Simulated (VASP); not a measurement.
A run of VASP 6.6.1:

INCAR

```
SYSTEM = KSi16
PREC = Accurate ; ENCUT = 520
EDIFF = 1E-6 ; ISMEAR = 0
SIGMA = 0.02 ; LREAL = Auto
LASPH = .TRUE. ; NELM = 80
ALGO = Normal ; ISIF = 2
LWAVE = .FALSE. ; LCHARG = .FALSE.
NBANDS = 50 ; NELECT = 72.0
```

Contents of KPOINTS:

```
regular mesh
0
G
  3 3 3
  0 0 0
```

The input POSCAR:

```
KSi16
1.0
    0.0000000000      5.4019422760     -5.4019422760
    5.4019422760      5.4019422760      0.0000000000
    5.4019422760      0.0000000000     -5.4019422760
Si K
16 1
Direct
    0.1414489384      0.1391395838      0.1405501875
    0.1046578196      0.6860257498      0.1037594390
    0.5779616554      0.1391413424      0.1405495396
    0.6237056651      0.6086072068      0.1430827951
    0.1414489384      0.1391393987      0.5770633673
    0.1439821939      0.6086056333      0.6228070068
    0.6480982804      0.0557074631      0.6471982338
    0.6237058502      0.6086075771      0.6228061738
    0.2512942439      0.7663928618      0.2503956782
    0.2269017212      0.3192925640      0.2260038959
    0.7310178077      0.7663943427      0.2503947526
    0.7335510632      0.2358604433      0.2961387624
    0.2512941514      0.7663923990      0.7301197048
    0.2970384388      0.2358585921      0.7326524975
    0.7703421820      0.6889742263      0.7694430610
    0.7335508781      0.2358606284      0.7326517571
   -0.0625000199      0.1875000598     -0.0633985856
```

Potentials or basis: VASP PAW LDA potentials, release 64 (Si, K_sv).

The run is started by

```sh
$ cat potpaw_LDA.64/Si/POTCAR potpaw_LDA.64/K_sv/POTCAR > POTCAR
$ mpirun -np 1 vasp_std > vasp.out
```

Hardware: 1 thread of Oxide Virtual Turin-like Processor, with other jobs on the host.

**Question.** How long does it take, and how much memory?

**Answer.** It took 2.5 min on 1 thread of Oxide Virtual Turin-like Processor (shared host), peak memory 0.34 GiB. Counts: scf iterations 15, k points 6.
